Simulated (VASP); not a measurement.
# GaSi2 (P-6m2) in VASP: further runs

Runs on GaSi2. Level: PBE. Tasks: single point, relaxation of cell and atoms.

Everything below comes from runs of VASP 6.6.1. Logs are shortened: lines on timing, memory, paths and dates and some standing lists are left out, and cuts for length are marked.

### 1 The cell of the first run

The structure is hexagonal, space group P-6m2 (No. 187). The conventional cell has a = 3.226 Å, b = 3.226 Å, c = 5.086 Å, α = 90.00°, β = 90.00°, γ = 120.00°. Within 3.1 Å of Ga (site symmetry -6m2) lie 6 Si at 2.33 Å. Si (site symmetry 3m) has 2 Si at 2.29 to 2.80 Å and 3 Ga at 2.33 Å within 3.0 Å.

### 2 Single point, PBE

Input file INCAR:

```
PREC = Accurate ; ENCUT = 520
EDIFF = 1E-6 ; ISMEAR = 0
SIGMA = 0.1 ; LREAL = False
LASPH = True ; NELM = 100
ALGO = Normal ; ISIF = 2
LWAVE = False ; LCHARG = False
GGA = PE ; NBANDS = 18
```

Input file KPOINTS:

```
Automatic mesh
0
Gamma
  6 6 4
```

Input file POSCAR:

```
GaSi2
1.0
    3.2264893300      0.0000000000      0.0000000000
   -1.6132446600      2.7942217200      0.0000000000
    0.0000000000      0.0000000000      5.0861810100
Ga Si
1 2
Direct
    0.0000000000      0.0000000000      0.0000000000
    0.6666666700      0.3333333300      0.7249647000
    0.6666666700      0.3333333300      0.2750353000
```

Potentials or basis: VASP PAW PBE potentials, release 64 (Ga_d, Si).

Command:

```
cat potpaw_PBE.64/Ga_d/POTCAR potpaw_PBE.64/Si/POTCAR > POTCAR
mpirun -np 1 vasp_std > vasp.out
```

OUTCAR:

```text
PREC = Accurate
   ENCUT = 520
   EDIFF = 1E-6
   ISMEAR = 0
   LREAL = False
   LASPH = True
   NELM = 100
   ISIF = 2
   GGA = PE

 ion  position               nearest neighbor table
   1  0.000  0.000  0.000-   2 2.33   3 2.33   2 2.33   3 2.33   2 2.33   3 2.33
   2  0.667  0.333  0.725-   3 2.29   1 2.33   1 2.33   1 2.33   3 2.80
   3  0.667  0.333  0.275-   2 2.29   1 2.33   1 2.33   1 2.33   2 2.80

  LATTYP: Found a hexagonal cell.
 ALAT       =     3.2264893300
 C/A-ratio  =     1.5763824051

  Lattice vectors:

 A1 = (   3.2264893300,   0.0000000000,   0.0000000000)
 A2 = (  -1.6132446600,   2.7942217200,   0.0000000000)
 A3 = (   0.0000000000,   0.0000000000,   5.0861810100)

Analysis of symmetry for initial positions (statically):
=====================================================================
 Subroutine PRICEL returns:
 Original cell was already a primitive cell.

 Routine SETGRP: Setting up the symmetry group for a
 hexagonal supercell.

 Subroutine GETGRP returns: Found 12 space group operations
 (whereof 12 operations were pure point group operations)
 out of a pool of 24 trial point group operations.

The static configuration has the point symmetry D_3h.

Analysis of symmetry for dynamics (positions and initial velocities):
=====================================================================
 Subroutine PRICEL returns:
 Original cell was already a primitive cell.

 Routine SETGRP: Setting up the symmetry group for a
 hexagonal supercell.

 Subroutine GETGRP returns: Found 12 space group operations
 (whereof 12 operations were pure point group operations)
 out of a pool of 24 trial point group operations.

The dynamic configuration has the point symmetry D_3h.

 Subroutine INISYM returns: Found 12 space group operations
 (whereof 12 operations are pure point group operations),
 and found     1 'primitive' translations

----------------------------------------------------------------------------------------

                                     Primitive cell

  volume of cell :      45.8546

  direct lattice vectors                    reciprocal lattice vectors
     3.226489330  0.000000000  0.000000000     0.309934389  0.178940703  0.000000000
    -1.613244660  2.794221720  0.000000000     0.000000000  0.357881407  0.000000000
     0.000000000  0.000000000  5.086181010     0.000000000  0.000000000  0.196611170

  length of vectors
     3.226489330  3.226489323  5.086181010     0.357881406  0.357881407  0.196611170

  position of ions in fractional coordinates (direct lattice)
     0.000000000  0.000000000  0.000000000
     0.666666670  0.333333330  0.724964700
     0.666666670  0.333333330  0.275035300

  ion indices of the primitive-cell ions
   primitive index   ion index
                 1           1
                 2           2
                 3           3

----------------------------------------------------------------------------------------

 KPOINTS: Automatic mesh

Automatic generation of k-mesh.
 Grid dimensions read from file:
 generate k-points for:    6    6    4

 Generating k-lattice:

  Cartesian coordinates                     Fractional coordinates (reciprocal lattice)
     0.051655732  0.029823450  0.000000000     0.166666667  0.000000000  0.000000000
     0.000000000  0.059646901  0.000000000     0.000000000  0.166666667  0.000000000
     0.000000000  0.000000000  0.049152793     0.000000000  0.000000000  0.250000000

  Length of vectors
     0.059646901  0.059646901  0.049152793

  Shift w.r.t. Gamma in fractional coordinates (k-lattice)
     0.000000000  0.000000000  0.000000000

 Subroutine IBZKPT returns following result:
 ===========================================

 Found     21 irreducible k-points:

 Following reciprocal coordinates:
            Coordinates               Weight
  0.000000  0.000000  0.000000      1.000000
  0.166667 -0.000000  0.000000      6.000000
  0.333333 -0.000000  0.000000      6.000000
  0.500000 -0.000000  0.000000      3.000000
  0.166667  0.166667  0.000000      6.000000
  0.333333  0.166667  0.000000     12.000000
[... 13 lines left out ...]
  0.333333  0.166667  0.500000     12.000000
  0.333333  0.333333  0.500000      2.000000
   k-points           NKPTS =     21   k-points in BZ     NKDIM =     21   number of bands    NBANDS=     18
   number of dos      NEDOS =    301   number of ions     NIONS =      3
   total plane-waves  NPLWV =  23040
   dimension x,y,z NGX =    24 NGY =   24 NGZ =   40
   dimension x,y,z NGXF=    48 NGYF=   48 NGZF=   80
   ions per type =               1   2
   NGX,Y,Z   is equivalent  to a cutoff of  12.37, 12.37, 13.07 a.u.
   NGXF,Y,Z  is equivalent  to a cutoff of  24.73, 24.73, 26.15 a.u.
 SYSTEM =  unknown system
   PREC   = accura    normal or accurate (medium, high low for compatibility)
   ISTART =      0    job   : 0-new  1-cont  2-samecut
   ICHARG =      2    charge: 1-file 2-atom 10-const
[... 97 lines left out ...]

 k-point     4 :       0.5000   -0.0000    0.0000
  band No.  band energies     occupation
      1      -6.8318      2.00000
      2      -6.8014      2.00000
      3      -6.6653      2.00000
      4      -6.5489      2.00000
      5      -6.5309      2.00000
      6      -1.5610      2.00000
[... 10 lines left out ...]
     17      17.6696      0.00000
     18      18.7509      0.00000

 k-point     5 :       0.1667    0.1667    0.0000
  band No.  band energies     occupation
      1      -6.7625      2.00000
      2      -6.7353      2.00000
      3      -6.6607      2.00000
      4      -6.6367      2.00000
      5      -6.5743      2.00000
      6      -3.8192      2.00000
[... 10 lines left out ...]
     17      17.1736      0.00000
     18      18.7449      0.00000

 k-point     6 :       0.3333    0.1667    0.0000
  band No.  band energies     occupation
      1      -6.7859      2.00000
      2      -6.7808      2.00000
      3      -6.6861      2.00000
      4      -6.5836      2.00000
      5      -6.5450      2.00000
      6      -1.9238      2.00000
[... 10 lines left out ...]
     17      18.9307      0.00000
     18      19.2331      0.00000

 k-point     7 :       0.3333    0.3333    0.0000
  band No.  band energies     occupation
      1      -6.7637      2.00000
      2      -6.7442      2.00000
      3      -6.7259      2.00000
      4      -6.6021      2.00000
      5      -6.5512      2.00000
      6      -0.5717      2.00000
[... 10 lines left out ...]
     17      19.1911      0.00000
     18      19.3402      0.00000

 k-point     8 :       0.0000    0.0000    0.2500
  band No.  band energies     occupation
      1      -6.6983      2.00000
      2      -6.6983      2.00000
      3      -6.6861      2.00000
      4      -6.6331      2.00000
      5      -6.6331      2.00000
      6      -5.0679      2.00000
[... 10 lines left out ...]
     17      17.7268      0.00000
     18      18.1327      0.00000
[... 166 lines left out ...]
     17      18.1600      0.00000
     18      18.6609      0.00000

 k-point    17 :       0.3333   -0.0000    0.5000
  band No.  band energies     occupation
      1      -6.7993      2.00000
      2      -6.7760      2.00000
      3      -6.6582      2.00000
      4      -6.5737      2.00000
      5      -6.5673      2.00000
      6      -2.5678      2.00000
[... 10 lines left out ...]
     17      16.4390      0.00000
     18      19.9583      0.00000

 k-point    18 :       0.5000   -0.0000    0.5000
  band No.  band energies     occupation
      1      -6.8282      2.00000
      2      -6.8150      2.00000
      3      -6.6665      2.00000
      4      -6.5411      2.00000
      5      -6.5308      2.00000
      6      -0.6597      2.00000
[... 10 lines left out ...]
     17      14.3145      0.00000
     18      19.8828      0.00000

 k-point    19 :       0.1667    0.1667    0.5000
  band No.  band energies     occupation
      1      -6.7595      2.00000
      2      -6.7472      2.00000
      3      -6.6621      2.00000
      4      -6.6359      2.00000
      5      -6.5670      2.00000
      6      -3.0738      2.00000
[... 10 lines left out ...]
     17      17.1521      0.00000
     18      18.0489      0.00000

 k-point    20 :       0.3333    0.1667    0.5000
  band No.  band energies     occupation
      1      -6.7932      2.00000
      2      -6.7821      2.00000
      3      -6.6884      2.00000
      4      -6.5823      2.00000
      5      -6.5387      2.00000
      6      -1.1014      2.00000
[... 10 lines left out ...]
     17      16.6524      0.00000
     18      18.0069      0.00000

 k-point    21 :       0.3333    0.3333    0.5000
  band No.  band energies     occupation
      1      -6.7747      2.00000
      2      -6.7393      2.00000
      3      -6.7296      2.00000
      4      -6.6018      2.00000
      5      -6.5455      2.00000
      6       0.5231      2.00000
[... 10 lines left out ...]
     17      16.3035      0.00000
     18      20.0224      0.00000

------------------------ aborting loop because EDIFF is reached ----------------------------------------

  FORCE on cell =-STRESS in cart. coord.  units (eV):
  Direction    XX          YY          ZZ          XY          YZ          ZX
  --------------------------------------------------------------------------------------
  -------------------------------------------------------------------------------------
  Total        9.2237795      9.2237795      7.1801090      0.0000000      0.0000000      0.0000000
  in kB      322.2823985    322.2823974    250.8757668      0.0000006      0.0000000      0.0000000
  external PRESSURE =     298.4801876 kB  Pullay stress =       0.0000000 kB

 VOLUME and BASIS-vectors are now :
 -----------------------------------------------------------------------------
  energy-cutoff  :      520.00
  volume of cell :       45.85
      direct lattice vectors                 reciprocal lattice vectors
     3.226489330  0.000000000  0.000000000     0.309934389  0.178940703  0.000000000
    -1.613244660  2.794221720  0.000000000     0.000000000  0.357881407  0.000000000
     0.000000000  0.000000000  5.086181010     0.000000000  0.000000000  0.196611170

 POSITION                                       TOTAL-FORCE (eV/Angst)
 -----------------------------------------------------------------------------------
      0.00000      0.00000      0.00000        -0.000000      0.000000      0.000000
      1.61324      0.93141      3.68730         0.000000     -0.000000     -1.050830
      1.61324      0.93141      1.39888         0.000000      0.000000      1.050830
 -----------------------------------------------------------------------------------
    total drift:                               -0.000001      0.000001      0.000000

  FREE ENERGIE OF THE ION-ELECTRON SYSTEM (eV)
  ---------------------------------------------------
  free  energy   TOTEN  =       -11.0743427343 eV

  energy  without entropy=      -11.0601066648  energy(sigma->0) =      -11.06722470
```

Run time: 12 s. Hardware: 1 thread of Intel Xeon Platinum 8259CL at 2.50GHz (Skylake/Cascade Lake), shared host; peak memory 0.16 GiB.

What came out:

```yaml
Free_energy: -11.0743 eV
Pressure: 29.8 GPa
Largest_force: 1.051 eV/Å
```

Forces on the atoms (eV/Å):
```
Ga   0.000  0.000  0.000
Si   0.000  0.000 -1.051
Si   0.000  0.000  1.051
```

Levels at points of the mesh, in eV from the Fermi level:
| k point | band 8 | band 9 | band 10 | band 11 | band 12 | band 13 | band 14 | band 15 |
| --- | --- | --- | --- | --- | --- | --- | --- | --- |
| (0.00, 0.00, 0.00) | -7.55 | 1.99 | 1.99 | 5.03 | 5.41 | 5.41 | 6.13 | 6.13 |
| (0.50, 0.00, 0.00) | -4.97 | -4.50 | -2.87 | -1.15 | -0.65 | 2.63 | 3.99 | 5.64 |
| (0.00, 0.00, 0.50) | -2.42 | -0.04 | 2.76 | 2.76 | 3.71 | 3.71 | 6.45 | 6.45 |
| (0.50, 0.00, 0.50) | -7.66 | -5.48 | -0.50 | 0.67 | 1.45 | 2.80 | 3.77 | 4.22 |

Caveat: the k points lie up to 0.37 Å⁻¹ apart; forces of over 1 eV/Å act on the atoms, so gaps and moduli don't describe the material at rest.

### 3 Single point, PBE

This run uses another cell than the first one, of 20.66 Å³/atom, 1.352 times its volume.

Input file INCAR:

```
PREC     = Accurate       # precision mode
ENCUT    = 520            # plane-wave cutoff, eV
EDIFF    = 1E-6           # SCF threshold, eV
ISMEAR   = 0              # smearing method
SIGMA    = 0.1            # smearing width, eV
LREAL    = F              # projectors in reciprocal space
LASPH    = T              # aspherical terms in the spheres
NELM     = 100            # most SCF steps
ALGO     = Normal         # electronic algorithm
ISIF     = 2              # what is computed and relaxed
LWAVE    = F              # write WAVECAR
LCHARG   = F              # write CHGCAR
GGA      = PE             # functional
NBANDS   = 18             # bands
```

Input file KPOINTS:

```
regular mesh
0
Gamma
  6 6 4
```

Input file POSCAR:

```
GaSi2
1.0
    3.7623754046     -0.0000000034      0.0000000000
   -1.8811876994      3.2583126806      0.0000000000
    0.0000000000      0.0000000000      5.0564990701
Ga Si
1 2
Direct
    0.0000000000      0.0000000000      0.0000000000
    0.6666666667      0.3333333333      0.7399297811
    0.6666666667      0.3333333333      0.2600702189
```

Potentials or basis: VASP PAW PBE potentials, release 64 (Ga_d, Si).

Command:

```
cat potpaw_PBE.64/Ga_d/POTCAR potpaw_PBE.64/Si/POTCAR > POTCAR
mpirun -np 1 vasp_std > vasp.out
```

It took 18 s on 1 thread of Intel Xeon Platinum 8259CL at 2.50GHz (Skylake/Cascade Lake), shared host; peak memory 0.18 GiB.

It converged, with:

```
Free energy   : -12.3992 eV
Pressure      : 0.4 GPa
Largest force : 0.008 eV/Å
```

Forces in eV/Å, atoms in the order of the input:
```
Ga   0.000  0.000  0.000
Si   0.000  0.000 -0.008
Si   0.000  0.000  0.008
```

Levels at points of the mesh, in eV from the Fermi level:
| k point | band 8 | band 9 | band 10 | band 11 | band 12 | band 13 |
| --- | --- | --- | --- | --- | --- | --- |
| (0.00, 0.00, 0.00) | -5.34 | 0.15 | 0.15 | 2.17 | 4.04 | 4.04 |
| (0.50, 0.00, 0.00) | -3.91 | -3.60 | -1.71 | -1.23 | 0.63 | 2.41 |
| (0.00, 0.00, 0.50) | 0.05 | 0.83 | 0.83 | 1.90 | 2.23 | 2.23 |
| (0.50, 0.00, 0.50) | -6.33 | -3.39 | -1.11 | 1.01 | 1.95 | 2.10 |

### 4 Relaxation of cell and atoms, PBE

Input file INCAR:

```
SYSTEM = GaSi2
PREC     = Accurate       ! precision mode
ENCUT    = 600            ! plane-wave cutoff, eV
EDIFF    = 1E-6           ! SCF threshold, eV
ISMEAR   = 0              ! smearing method
SIGMA    = 0.1            ! smearing width, eV
LREAL    = .FALSE.        ! projectors in reciprocal space
LASPH    = .TRUE.         ! aspherical terms in the spheres
NELM     = 80             ! most SCF steps
ALGO     = Normal         ! electronic algorithm
ISIF     = 3              ! what is computed and relaxed
LWAVE    = .FALSE.        ! write WAVECAR
LCHARG   = .FALSE.        ! write CHGCAR
GGA      = PE             ! functional
IBRION   = 2              ! ionic algorithm
NSW      = 90             ! ionic steps
EDIFFG   = -0.04          ! ionic threshold
```

Input file KPOINTS:

```
Automatic mesh
0
G
  6 6 4
  0 0 0
```

Input file POSCAR:

```
GaSi2
1.0
    3.2264893300      0.0000000000      0.0000000000
   -1.6132446600      2.7942217200      0.0000000000
    0.0000000000      0.0000000000      5.0861810100
Ga Si
1 2
Direct
    0.0000000000      0.0000000000      0.0000000000
    0.6666666700      0.3333333300      0.7249647000
    0.6666666700      0.3333333300      0.2750353000
```

Command:

```
cat potpaw_PBE.64/Ga_d/POTCAR potpaw_PBE.64/Si/POTCAR > POTCAR
mpirun -np 1 vasp_std > vasp.out
```

Run time: 2.2 min. Hardware: 1 thread of Intel Xeon Platinum 8259CL at 2.50GHz (Skylake/Cascade Lake), shared host; peak memory 0.19 GiB.

It converged, with:

```yaml
Free_energy: -12.3970 eV
Relaxed_volume: 20.74 Å³/atom
Relaxed_cell: a = 3.769 Å, b = 3.769 Å, c = 5.059 Å, α = 90.00°, β = 90.00°, γ = 120.00°
Space_group_after_relaxing_to_0.05_Å: P-6m2 (No. 187)
Energy_gained_by_relaxing: 440.9 meV/atom
Ionic_steps: 13
Pressure_after_relaxing: 0.1 GPa
Largest_force_after_relaxing: 0.020 eV/Å
```

Forces in eV/Å, atoms in the order of the input:
```
Ga   0.000  0.000  0.000
Si   0.000  0.000  0.020
Si   0.000  0.000 -0.020
```

Stress tensor (GPa, compression positive):
```
0.12 0.00 0.00
0.00 0.12 0.00
0.00 0.00 0.20
```

Step by step:
| step | energy change (eV) | largest force (eV/Å) | pressure (GPa) | volume (Å³) |
| --- | --- | --- | --- | --- |
| 1 | 0.0000 | 1.0509 | 29.84 | 45.85 |
| 2 | -0.8733 | 0.5846 | -6.27 | 67.44 |
| 3 | -1.0512 | 0.3901 | -0.01 | 59.29 |
| 4 | -1.0512 | 0.4043 | -0.31 | 59.59 |
| 5 | -1.1645 | 0.9402 | -0.02 | 60.18 |
| 6 | -1.0832 | 1.9296 | 3.07 | 61.31 |
| 7 | -1.2262 | 1.3029 | 1.15 | 60.76 |
| 8 | -1.2835 | 0.8247 | 0.58 | 61.59 |
| 9 | -1.3104 | 0.2852 | 0.17 | 62.60 |
| 10 | -1.3206 | 0.1427 | -0.20 | 62.57 |
| 11 | -1.3222 | 0.0907 | -0.34 | 62.55 |
| 12 | -1.3227 | 0.0432 | -0.07 | 62.33 |
| 13 | -1.3228 | 0.0196 | 0.14 | 62.22 |

Final structure:
```yaml
crystal:
  lattice:
    - [3.76862, 0.00000, 0.00000]
    - [-1.88431, 3.26372, 0.00000]
    - [0.00000, 0.00000, 5.05897]
  atoms:
    - { symbol: Ga, position: [0.00000, 0.00000, 0.00000] }
    - { symbol: Si, position: [0.66667, 0.33333, 0.73977] }
    - { symbol: Si, position: [0.66667, 0.33333, 0.26023] }
```

Levels at points of the mesh, in eV from the Fermi level:
| k point | band 7 | band 8 | band 9 | band 10 | band 11 | band 12 | band 13 | band 14 |
| --- | --- | --- | --- | --- | --- | --- | --- | --- |
| (0.00, 0.00, 0.00) | -5.89 | -5.33 | 0.15 | 0.15 | 2.15 | 4.03 | 4.03 | 4.49 |
| (0.50, 0.00, 0.00) | -6.81 | -3.90 | -3.60 | -1.70 | -1.22 | 0.63 | 2.42 | 3.37 |
| (0.00, 0.00, 0.50) | -9.03 | 0.06 | 0.83 | 0.83 | 1.91 | 2.21 | 2.21 | 2.55 |
| (0.50, 0.00, 0.50) | -7.37 | -6.31 | -3.37 | -1.10 | 1.00 | 1.95 | 2.10 | 3.38 |

Caveat: the k points lie up to 0.32 Å⁻¹ apart in the final cell; the volume moved by over 15 % at a fixed basis, so the end points are rough.

### 5 The runs side by side

```tsv
task	cell	cutoff (eV)	gap on the mesh (eV)	pressure (GPa)	largest force (eV/Å)
single point	a = 3.226, b = 3.226, c = 5.086 Å, angles 90.0, 90.0, 120.0°, 3 atoms	520	none	29.8	1.05
single point	a = 3.762, b = 3.762, c = 5.056 Å, angles 90.0, 90.0, 120.0°, 3 atoms	520	none	0.4	0.01
relaxation of cell and atoms	relaxed from a = 3.226, b = 3.226, c = 5.086 Å, angles 90.0, 90.0, 120.0°, 3 atoms	600	none	0.1	0.02
```

Alike in all rows: level PBE; potentials or basis VASP PAW PBE potentials, release 64 (Ga_d, Si); no spin polarisation; k mesh 6 × 6 × 4; smearing gaussian 0.1 eV.

Caveats: some runs use coarse meshes; forces of over 1 eV/Å act on the atoms, so gaps and moduli don't describe the material at rest (some runs); the volume moved by over 15 % at a fixed basis, so the end points are rough (some runs).

Total energies depend on the potentials used, so only differences within one code and one set of settings carry meaning.
